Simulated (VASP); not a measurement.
A run of VASP 6.6.1 is set up as follows.

The input INCAR:

```
SYSTEM = Bi4C
PREC = Accurate
ENCUT = 520
EDIFF = 1E-7
ISMEAR = 0
SIGMA = 0.1
LREAL = .False.
LASPH = .True.
NELM = 100
ALGO = Normal
ISIF = 2
LWAVE = .False.
LCHARG = .False.
GGA = PE
NBANDS = 40
```

The input KPOINTS:

```
regular mesh
0
Gamma
  8 8 8
  0 0 0
```

POSCAR

```
Bi4C
1.0
    5.1017986102      0.0000000000      0.0000000000
    0.0000000000      5.1017986102      0.0000000000
    0.0000000000      0.0000000000      5.1017986102
Bi C
4 1
Direct
    0.0000000000      0.0000000000      0.0000000000
    0.5000000000      0.5000000000      0.0000000000
    0.5000000000      0.0000000000      0.5000000000
    0.0000000000      0.5000000000      0.5000000000
    0.5000000000      0.5000000000      0.5000000000
```

Potentials or basis: VASP PAW PBE potentials, release 64 (Bi_d, C).

Command:

```sh
$ cat potpaw_PBE.64/Bi_d/POTCAR potpaw_PBE.64/C/POTCAR > POTCAR
$ mpirun -np 1 vasp_std > vasp.out
```

Question: What does it give for the pressure?

Answer: 0.0 GPa.

Question: Estimate the band gap on the k mesh.

Answer: Zero (bands 32 and 33 overlap by 2.61 eV).

Caveat: spin-orbit coupling is left out, which moves the levels of the heavy elements.
